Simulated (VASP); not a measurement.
Runs of VASP 6.6.1 on KI. The structure is cubic, space group Pm-3m (No. 221). Conventional cell: a = 4.291 Å, b = 4.291 Å, c = 4.291 Å, α = 90.00°, β = 90.00°, γ = 90.00°. Within 4.9 Å of I (site symmetry m-3m) lie 8 K at 3.72 Å and 6 I at 4.29 Å. Within 4.9 Å of K (site symmetry m-3m) lie 8 I at 3.72 Å and 6 K at 4.29 Å. 

```tsv
level	share of exact exchange	gap on the mesh (eV)	pressure (GPa)
PBE-based screened hybrid with 5 % exact exchange	0.05	3.65	0.7
PBE-based screened hybrid with 15 % exact exchange	0.15	4.05	0.6
PBE-based screened hybrid with 20 % exact exchange	0.2	4.26	0.6
PBE-based screened hybrid with 10 % exact exchange	0.1	(a)	0.7
PBE-based screened hybrid with 25 % exact exchange	0.25	4.47	0.5
PBE-based screened hybrid with 30 % exact exchange	0.3	4.68	(b)
```

Alike in all rows: task single point; potentials or basis VASP PAW PBE potentials, release 64 (I, K_sv); no spin polarisation; cell as given; k mesh 3 × 3 × 3; cutoff (eV) 520; smearing fermi-dirac 0.05 eV.

Task: Estimate the missing entries.

Result: (a) 3.85; (b) 0.4.

Caveats: all runs use coarse meshes; the PAW data sets were made with another functional, which shifts forces and pressure a little; spin-orbit coupling is left out, which moves the levels of the heavy elements; an odd mesh through Γ misses points on the zone boundary, where band edges can lie.

A k mesh can miss the band edges, and the runs leave out spin-orbit coupling on I.
